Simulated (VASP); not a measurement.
# LiF (P6_3mc) in VASP: a series of runs

Runs on LiF. Level: PBEsol. Tasks: single point.

Program: VASP 6.6.1. These are calculated values, not measurements. Logs are shortened: lines on timing, memory, paths and dates and some standing lists are left out, and cuts for length are marked.

## (1) The cell of the first run

It takes space group P6_3mc (No. 186, hexagonal). The conventional cell has a = 2.816 Å, b = 2.816 Å, c = 4.423 Å, α = 90.00°, β = 90.00°, γ = 120.00°. Li (site symmetry 3m) has 4 F at 1.70 to 1.71 Å within 2.3 Å. Within 2.3 Å of F (site symmetry 3m) lie 4 Li at 1.70 to 1.71 Å.

## (2) Single point, PBEsol (strain -0.080 along x and y, -0.080 along z)

The input, INCAR:

```
SYSTEM = LiF
PREC     = Accurate       ! precision mode
ENCUT    = 520            ! plane-wave cutoff, eV
EDIFF    = 1E-6           ! SCF threshold, eV
ISMEAR   = 0              ! smearing method
SIGMA    = 0.05           ! smearing width, eV
LREAL    = .FALSE.        ! projectors in reciprocal space
LASPH    = .TRUE.         ! aspherical terms in the spheres
NELM     = 60             ! most SCF steps
ALGO     = Normal         ! electronic algorithm
ISIF     = 2              ! what is computed and relaxed
LWAVE    = .FALSE.        ! write WAVECAR
LCHARG   = .FALSE.        ! write CHGCAR
GGA      = PS             ! functional
NBANDS   = 18             ! bands
```

The input, KPOINTS:

```
regular mesh
0
G
  9 9 6
  0 0 0
```

The input, POSCAR:

```
LiF
1.0
    2.8160646321      0.0000000000      0.0000000000
   -1.4080323160      2.4387835101      0.0000000000
    0.0000000000      0.0000000000      4.4227386044
Li F
2 2
Direct
    0.3333333333      0.6666666667      0.3811542600
    0.6666666667      0.3333333333      0.8811542600
    0.3333333333      0.6666666667      0.9938437400
    0.6666666667      0.3333333333      0.4938437400
```

Potentials or basis: VASP PAW PBE potentials, release 64 (Li_sv, F).

Command:

```
$ cat potpaw_PBE.64/Li_sv/POTCAR potpaw_PBE.64/F/POTCAR > POTCAR
$ mpirun -np 1 vasp_std > vasp.out
```

OUTCAR:

```text
SYSTEM = LiF
   PREC = Accurate
   ENCUT = 520
   EDIFF = 1E-6
   ISMEAR = 0
   LREAL = .FALSE.
   LASPH = .TRUE.
   NELM = 60
   ISIF = 2
   GGA = PS

 ion  position               nearest neighbor table
   1  0.333  0.667  0.381-   4 1.70   4 1.70   4 1.70   3 1.71
   2  0.667  0.333  0.881-   3 1.70   3 1.70   3 1.70   4 1.71
   3  0.333  0.667  0.994-   2 1.70   2 1.70   2 1.70   1 1.71
   4  0.667  0.333  0.494-   1 1.70   1 1.70   1 1.70   2 1.71

  LATTYP: Found a hexagonal cell.
 ALAT       =     2.8160646321
 C/A-ratio  =     1.5705387419

  Lattice vectors:

 A1 = (   2.8160646321,   0.0000000000,   0.0000000000)
 A2 = (  -1.4080323160,   2.4387835101,   0.0000000000)
 A3 = (   0.0000000000,   0.0000000000,   4.4227386044)

Analysis of symmetry for initial positions (statically):
=====================================================================
 Subroutine PRICEL returns:
 Original cell was already a primitive cell.

 Routine SETGRP: Setting up the symmetry group for a
 hexagonal supercell.

 Subroutine GETGRP returns: Found 12 space group operations
 (whereof  6 operations were pure point group operations)
 out of a pool of 24 trial point group operations.

The static configuration has the point symmetry C_3v.
 The point group associated with its full space group is C_6v.

Analysis of symmetry for dynamics (positions and initial velocities):
=====================================================================
 Subroutine PRICEL returns:
 Original cell was already a primitive cell.

 Routine SETGRP: Setting up the symmetry group for a
 hexagonal supercell.

 Subroutine GETGRP returns: Found 12 space group operations
 (whereof  6 operations were pure point group operations)
 out of a pool of 24 trial point group operations.

The dynamic configuration has the point symmetry C_3v.
 The point group associated with its full space group is C_6v.

 Subroutine INISYM returns: Found 12 space group operations
 (whereof  6 operations are pure point group operations),
 and found     1 'primitive' translations

----------------------------------------------------------------------------------------

                                     Primitive cell

  volume of cell :      30.3744

  direct lattice vectors                    reciprocal lattice vectors
     2.816064632  0.000000000  0.000000000     0.355105486  0.205020248  0.000000000
    -1.408032316  2.438783510  0.000000000     0.000000000  0.410040496  0.000000000
     0.000000000  0.000000000  4.422738604     0.000000000  0.000000000  0.226104251

  length of vectors
     2.816064632  2.816064632  4.422738604     0.410040496  0.410040496  0.226104251

  position of ions in fractional coordinates (direct lattice)
     0.333333333  0.666666667  0.381154260
     0.666666667  0.333333333  0.881154260
     0.333333333  0.666666667  0.993843740
     0.666666667  0.333333333  0.493843740

  ion indices of the primitive-cell ions
   primitive index   ion index
                 1           1
                 2           2
                 3           3
                 4           4

----------------------------------------------------------------------------------------

 KPOINTS: regular mesh

Automatic generation of k-mesh.
 Grid dimensions read from file:
 generate k-points for:    9    9    6

 Generating k-lattice:

  Cartesian coordinates                     Fractional coordinates (reciprocal lattice)
     0.039456165  0.022780028  0.000000000     0.111111111  0.000000000  0.000000000
     0.000000000  0.045560055  0.000000000     0.000000000  0.111111111  0.000000000
     0.000000000  0.000000000  0.037684042     0.000000000  0.000000000  0.166666667

  Length of vectors
     0.045560055  0.045560055  0.037684042

  Shift w.r.t. Gamma in fractional coordinates (k-lattice)
     0.000000000  0.000000000  0.000000000

 Subroutine IBZKPT returns following result:
 ===========================================

 Found     48 irreducible k-points:

 Following reciprocal coordinates:
            Coordinates               Weight
  0.000000  0.000000  0.000000      1.000000
  0.111111 -0.000000  0.000000      6.000000
  0.222222  0.000000  0.000000      6.000000
  0.333333 -0.000000  0.000000      6.000000
  0.444444  0.000000  0.000000      6.000000
  0.111111  0.111111  0.000000      6.000000
[... 16 lines left out ...]
  0.333333  0.222222  0.166667     24.000000
  0.333333  0.333333  0.166667      4.000000
 [... further k-points ...]
   k-points           NKPTS =     48   k-points in BZ     NKDIM =     48   number of bands    NBANDS=     18
   number of dos      NEDOS =    301   number of ions     NIONS =      4
   total plane-waves  NPLWV =  20736
   dimension x,y,z NGX =    24 NGY =   24 NGZ =   36
   dimension x,y,z NGXF=    48 NGYF=   48 NGZF=   72
   ions per type =               2   2
   NGX,Y,Z   is equivalent  to a cutoff of  14.17, 14.17, 13.53 a.u.
   NGXF,Y,Z  is equivalent  to a cutoff of  28.34, 28.34, 27.06 a.u.
 SYSTEM =  LiF
   PREC   = accura    normal or accurate (medium, high low for compatibility)
   ISTART =      0    job   : 0-new  1-cont  2-samecut
   ICHARG =      2    charge: 1-file 2-atom 10-const
   ISPIN  =      1    spin polarized calculation?
   LNONCOLLINEAR =      F non collinear calculations
   LSORBIT =      F    spin-orbit coupling
   LASPH  =      T    aspherical Exc in radial PAW
   ENCUT  =  520.0 eV  38.22 Ry    6.18 a.u.   5.24  5.24  8.22*2*pi/ulx,y,z
   NELM   =     60;   NELMIN=  2; NELMDL= -5     # of ELM steps
   EDIFF  = 0.1E-05   stopping-criterion for ELM
   LREAL  =      F    real-space projection
   EDIFFG = 0.1E-04   stopping-criterion for IOM
   NSW    =      0    number of steps for IOM
   IBRION =     -1    ionic relax: 0-MD 1-quasi-New 2-CG
   NFREE  =      0    steps in history (QN), initial steepest desc. (CG)
   ISIF   =      2    stress and relaxation
   ISYM   =      2    0-nonsym 1-usesym 2-fastsym
   POTIM  = 0.5000    time-step for ionic-motion
   TEBEG  =    0.0;   TEEND  =   0.0 temperature during run
   PSTRESS=    0.0 pullay stress
   NELECT =      20.0000    total number of electrons
   NUPDOWN=      -1.0000    fix difference up-down
   EMIN   =  10.00;   EMAX   =-10.00  energy-range for DOS
   EFERMI =   0.00;   METHOD = LEGACY
   ISMEAR =     0;   SIGMA  =   0.05  broadening in eV -4-tet -1-fermi 0-gaus
   EFERMI_NEDOS =   21; number of points for ismear=-14 and -15
   IALGO  =     38    algorithm
   IMIX   =      4    mixing-type and parameters
     AMIX     =   0.40;   BMIX     =  1.00
     AMIX_MAG =   1.60;   BMIX_MAG =  1.00
  volume/ion in A,a.u.               =       7.59        51.24
  Fermi-wavevector in a.u.,A,eV,Ry     =   1.424238  2.691419 27.598775  2.028453
  Thomas-Fermi vector in A             =   2.544750
   LORBIT       =      0    0 simple, 1 ext, 2 COOP (PROOUT), +10 PAW based schemes
   GGA     = PS    functional components
   LHFCALC =     F    Hartree Fock is set to
   AEXX    =    0.0000 exact exchange contribution
   IVDW    =     0    specifies the selected vdW correction
   LEPSILON=     F    determine dielectric tensor
   LRPA    =     F    only Hartree local field effects (RPA)
 non-spin polarized calculation
 Gauss-broadening in eV      SIGMA  =   0.05
  energy-cutoff  :      520.00
  volume of cell :       30.37
 maximum number of plane-waves:       829
 NGX is ok and might be reduce to    24
   NGX = 11   NGY = 11   NGZ = 17

 number of electron      20.0000007 magnetization

 Free energy of the ion-electron system (eV)
  ---------------------------------------------------
  ext. energy  EPLUGINS =         0.00000000
  ---------------------------------------------------
  free energy    TOTEN  =       -18.92768638 eV

  energy without entropy =      -18.92768638  energy(sigma->0) =      -18.92768638

 E-fermi :  -0.6737     XC(G=0): -10.3376

 val. band max:       -1.0547888394   @ k =   0.0000   0.0000   0.0000
 cond. band min:       8.1690211287   @ k =   0.0000   0.0000   0.0000
 fundamental gap:      9.2238099681
 Fermi energy:        -0.6736518903

 k-point     1 :       0.0000    0.0000    0.0000
  band No.  band energies     occupation
      1     -40.3187      2.00000
      2     -40.1780      2.00000
      3     -20.8622      2.00000
      4     -20.5273      2.00000
      5      -4.1944      2.00000
      6      -1.7279      2.00000
[... 10 lines left out ...]
     17      20.9777      0.00000
     18      21.5805      0.00000

 k-point     2 :       0.1111   -0.0000    0.0000
  band No.  band energies     occupation
      1     -40.3056      2.00000
      2     -40.1726      2.00000
      3     -20.8439      2.00000
      4     -20.5249      2.00000
      5      -4.1213      2.00000
      6      -1.9024      2.00000
[... 10 lines left out ...]
     17      21.3198      0.00000
     18      21.6683      0.00000

 k-point     3 :       0.2222    0.0000    0.0000
  band No.  band energies     occupation
      1     -40.2711      2.00000
      2     -40.1598      2.00000
      3     -20.7918      2.00000
      4     -20.5215      2.00000
      5      -3.9370      2.00000
      6      -2.4075      2.00000
[... 10 lines left out ...]
     17      21.2498      0.00000
     18      21.9164      0.00000

 k-point     4 :       0.3333   -0.0000    0.0000
  band No.  band energies     occupation
      1     -40.2286      2.00000
      2     -40.1486      2.00000
      3     -20.7201      2.00000
      4     -20.5280      2.00000
      5      -3.8377      2.00000
      6      -2.8352      2.00000
[... 10 lines left out ...]
     17      20.9560      0.00000
     18      22.5925      0.00000

 k-point     5 :       0.4444    0.0000    0.0000
  band No.  band energies     occupation
      1     -40.1962      2.00000
      2     -40.1458      2.00000
      3     -20.6547      2.00000
      4     -20.5489      2.00000
      5      -3.9948      2.00000
      6      -2.8291      2.00000
[... 10 lines left out ...]
     17      21.0460      0.00000
     18      23.2839      0.00000

 k-point     6 :       0.1111    0.1111    0.0000
  band No.  band energies     occupation
      1     -40.2817      2.00000
      2     -40.1635      2.00000
      3     -20.8082      2.00000
      4     -20.5218      2.00000
      5      -3.9850      2.00000
      6      -2.2980      2.00000
[... 10 lines left out ...]
     17      21.9419      0.00000
     18      22.0683      0.00000

 k-point     7 :       0.2222    0.1111    0.0000
  band No.  band energies     occupation
      1     -40.2431      2.00000
      2     -40.1516      2.00000
      3     -20.7459      2.00000
      4     -20.5229      2.00000
      5      -3.7776      2.00000
      6      -2.9556      2.00000
[... 10 lines left out ...]
     17      21.6457      0.00000
     18      22.6073      0.00000

 k-point     8 :       0.3333    0.1111    0.0000
  band No.  band energies     occupation
      1     -40.2045      2.00000
      2     -40.1456      2.00000
      3     -20.6746      2.00000
      4     -20.5372      2.00000
      5      -3.8619      2.00000
      6      -3.1173      2.00000
[... 10 lines left out ...]
     17      21.0855      0.00000
     18      23.2030      0.00000
[... 229 lines left out ...]
     17      21.5824      0.00000
     18      22.5085      0.00000

 k-point    20 :       0.3333    0.1111    0.1667
  band No.  band energies     occupation
      1     -40.2005      2.00000
      2     -40.1494      2.00000
      3     -20.6683      2.00000
      4     -20.5492      2.00000
      5      -3.8039      2.00000
      6      -3.0984      2.00000
[... 10 lines left out ...]
     17      21.1399      0.00000
     18      23.2386      0.00000

 k-point    21 :       0.4444    0.1111    0.1667
  band No.  band energies     occupation
      1     -40.1833      2.00000
      2     -40.1491      2.00000
      3     -20.6309      2.00000
      4     -20.5634      2.00000
      5      -3.9696      2.00000
      6      -2.9393      2.00000
[... 10 lines left out ...]
     17      20.6542      0.00000
     18      23.6778      0.00000

 k-point    22 :       0.2222    0.2222    0.1667
  band No.  band energies     occupation
      1     -40.2035      2.00000
      2     -40.1496      2.00000
      3     -20.6752      2.00000
      4     -20.5445      2.00000
      5      -3.5653      2.00000
      6      -3.4321      2.00000
[... 10 lines left out ...]
     17      21.7724      0.00000
     18      22.8647      0.00000

 k-point    23 :       0.3333    0.2222    0.1667
  band No.  band energies     occupation
      1     -40.1766      2.00000
      2     -40.1496      2.00000
      3     -20.6216      2.00000
      4     -20.5605      2.00000
      5      -3.9498      2.00000
      6      -3.1064      2.00000
[... 10 lines left out ...]
     17      20.9443      0.00000
     18      23.4151      0.00000

 k-point    24 :       0.3333    0.3333    0.1667
  band No.  band energies     occupation
      1     -40.1584      2.00000
      2     -40.1584      2.00000
      3     -20.5836      2.00000
      4     -20.5836      2.00000
      5      -4.0584      2.00000
      6      -2.8003      2.00000
[... 10 lines left out ...]
     17      20.0133      0.00000
     18      23.6926      0.00000

 [... further k-points ...]
[... 5 lines left out ...]
  --------------------------------------------------------------------------------------
  -------------------------------------------------------------------------------------
  Total        5.3618277      5.3618277      4.8648892      0.0000000      0.0000000      0.0000000
  in kB      282.8240224    282.8240224    256.6116645      0.0000000      0.0000000      0.0000000
  external PRESSURE =     274.0865697 kB  Pullay stress =       0.0000000 kB

 VOLUME and BASIS-vectors are now :
 -----------------------------------------------------------------------------
  energy-cutoff  :      520.00
  volume of cell :       30.37
      direct lattice vectors                 reciprocal lattice vectors
     2.816064632  0.000000000  0.000000000     0.355105486  0.205020248  0.000000000
    -1.408032316  2.438783510  0.000000000     0.000000000  0.410040496  0.000000000
     0.000000000  0.000000000  4.422738604     0.000000000  0.000000000  0.226104251

 POSITION                                       TOTAL-FORCE (eV/Angst)
 -----------------------------------------------------------------------------------
     -0.00000      1.62586      1.68575        -0.000000      0.000000      0.042956
      1.40803      0.81293      3.89711         0.000000      0.000000      0.042956
     -0.00000      1.62586      4.39551        -0.000000      0.000000     -0.042956
      1.40803      0.81293      2.18414        -0.000000      0.000000     -0.042956
 -----------------------------------------------------------------------------------
    total drift:                                0.000001      0.000001      0.001237

  FREE ENERGIE OF THE ION-ELECTRON SYSTEM (eV)
  ---------------------------------------------------
  free  energy   TOTEN  =       -18.9276863761 eV

  energy  without entropy=      -18.9276863761  energy(sigma->0) =      -18.92768638
```

Wall time 30 s (1 thread of Intel Xeon 8259CL, shared host); peak memory 0.16 GiB.

Results:

| Property | Result |
| --- | --- |
| Free energy | -18.9277 eV |
| Largest force | 0.043 eV/Å |
| Band gap on the k mesh | 9.22 eV, direct |

Forces in eV/Å, atoms in the order of the input:
```
Li   0.000  0.000  0.043
Li   0.000  0.000  0.043
F    0.000  0.000 -0.043
F    0.000  0.000 -0.043
```

Levels at points of the mesh, in eV from the valence-band top:
| k point | band 8 | band 9 | band 10 | band 11 | band 12 | band 13 |
| --- | --- | --- | --- | --- | --- | --- |
| (0.00, 0.00, 0.00) | -0.20 | -0.20 | 0.00 | 9.22 | 13.79 | 17.96 |
| (0.00, 0.00, 0.50) | -0.44 | -0.44 | -0.44 | 11.08 | 11.08 | 19.88 |

Caveat: the cell differs from its parent crystal (strain -0.080 along x and y, -0.080 along z); the cutoff is under 1.25 times the usual one of these potentials, so pressure, stress and relaxed cells hold a basis-set (Pulay) error; the PAW data sets were made with another functional, which shifts forces and pressure a little. A k mesh can miss the band edges.

(Part 1 of 2 ends here.)
